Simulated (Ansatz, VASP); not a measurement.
Given: the input of a run of Ansatz 0.2.0 on Mg.

input.yaml

```yaml
crystal:
  lattice:
    - [-1.83599163, 1.83599163, 1.67940402]
    - [1.83599163, -1.83599163, 1.67940402]
    - [1.83599163, 1.83599163, -1.67940402]
  atoms:
    - { symbol: Mg, position: [0.0, 0.0, 0.0] }
hamiltonian:
  xc: pbe
  pseudopotentials: { kind: paw }
  dispersion: d3bj
kpoints:
  mp_grid: { grid: [11, 11, 11] }
scf:
  occupations: { method: fermi_dirac, width: 0.05 }
output:
  forces: true
  stress: true
  eigenvalues: true
relax:
  f_tol: 0.01
  max_steps: 40
  cell: { stress_tol: 0.05 }
```

Potentials or basis: Ansatz PAW.

The run is started by

```sh
$ ansatz run input.yaml --threads 2 --pin off --max-ram 5632MiB --backend cpu --events-out ev --progress --plain --runs-dir out
```

Question: Set up the same calculation for VASP 6.6.1. Potentials there: VASP PAW PBE potentials, release 64 (Mg).

Answer: As run (the cutoff follows the program's own potentials):

File INCAR:

```
ALGO = Normal
EDIFF = 1E-7
EDIFFG = -0.01
ENCUT = 600
GGA = PE
IBRION = 2
ISIF = 3
ISMEAR = -1
IVDW = 12
LASPH = T
LCHARG = F
LREAL = F
LWAVE = F
NELM = 60
NSW = 60
PREC = Accurate
SIGMA = 0.05
```

File KPOINTS:

```
k-points
0
Gamma
  11 11 11
```

The input POSCAR:

```
Mg
1.0
   -1.8359916300      1.8359916300      1.6794040200
    1.8359916300     -1.8359916300      1.6794040200
    1.8359916300      1.8359916300     -1.6794040200
Mg
1
Direct
    0.0000000000      0.0000000000      0.0000000000
```

Potentials or basis: VASP PAW PBE potentials, release 64 (Mg).

Run with:

```sh
$ cat potpaw_PBE.64/Mg/POTCAR > POTCAR
$ mpirun -np 1 vasp_std > vasp.out
```

Both were run:

|  | VASP | Ansatz | Ansatz less VASP |
| --- | --- | --- | --- |
| gap on the k mesh at the Fermi level, each at its own relaxed structure (eV) | none | none | - |
| relaxed volume (Å³/atom) | 21.52 | 21.61 | +0.087 |
| relaxed cell length with the largest relative difference (Å) | 3.035 | 3.039 | +0.0041 |

A gap of «none» marks a metal or a gap that the smearing closes. VASP's potentials hold 2 valence electrons a cell and Ansatz's 10, so a difference there can come from the potentials and not from the codes.

Noted on Ansatz's run: the plane-wave basis is chosen anew once the cell has moved, so the energies of steps on either side of that aren't comparable.
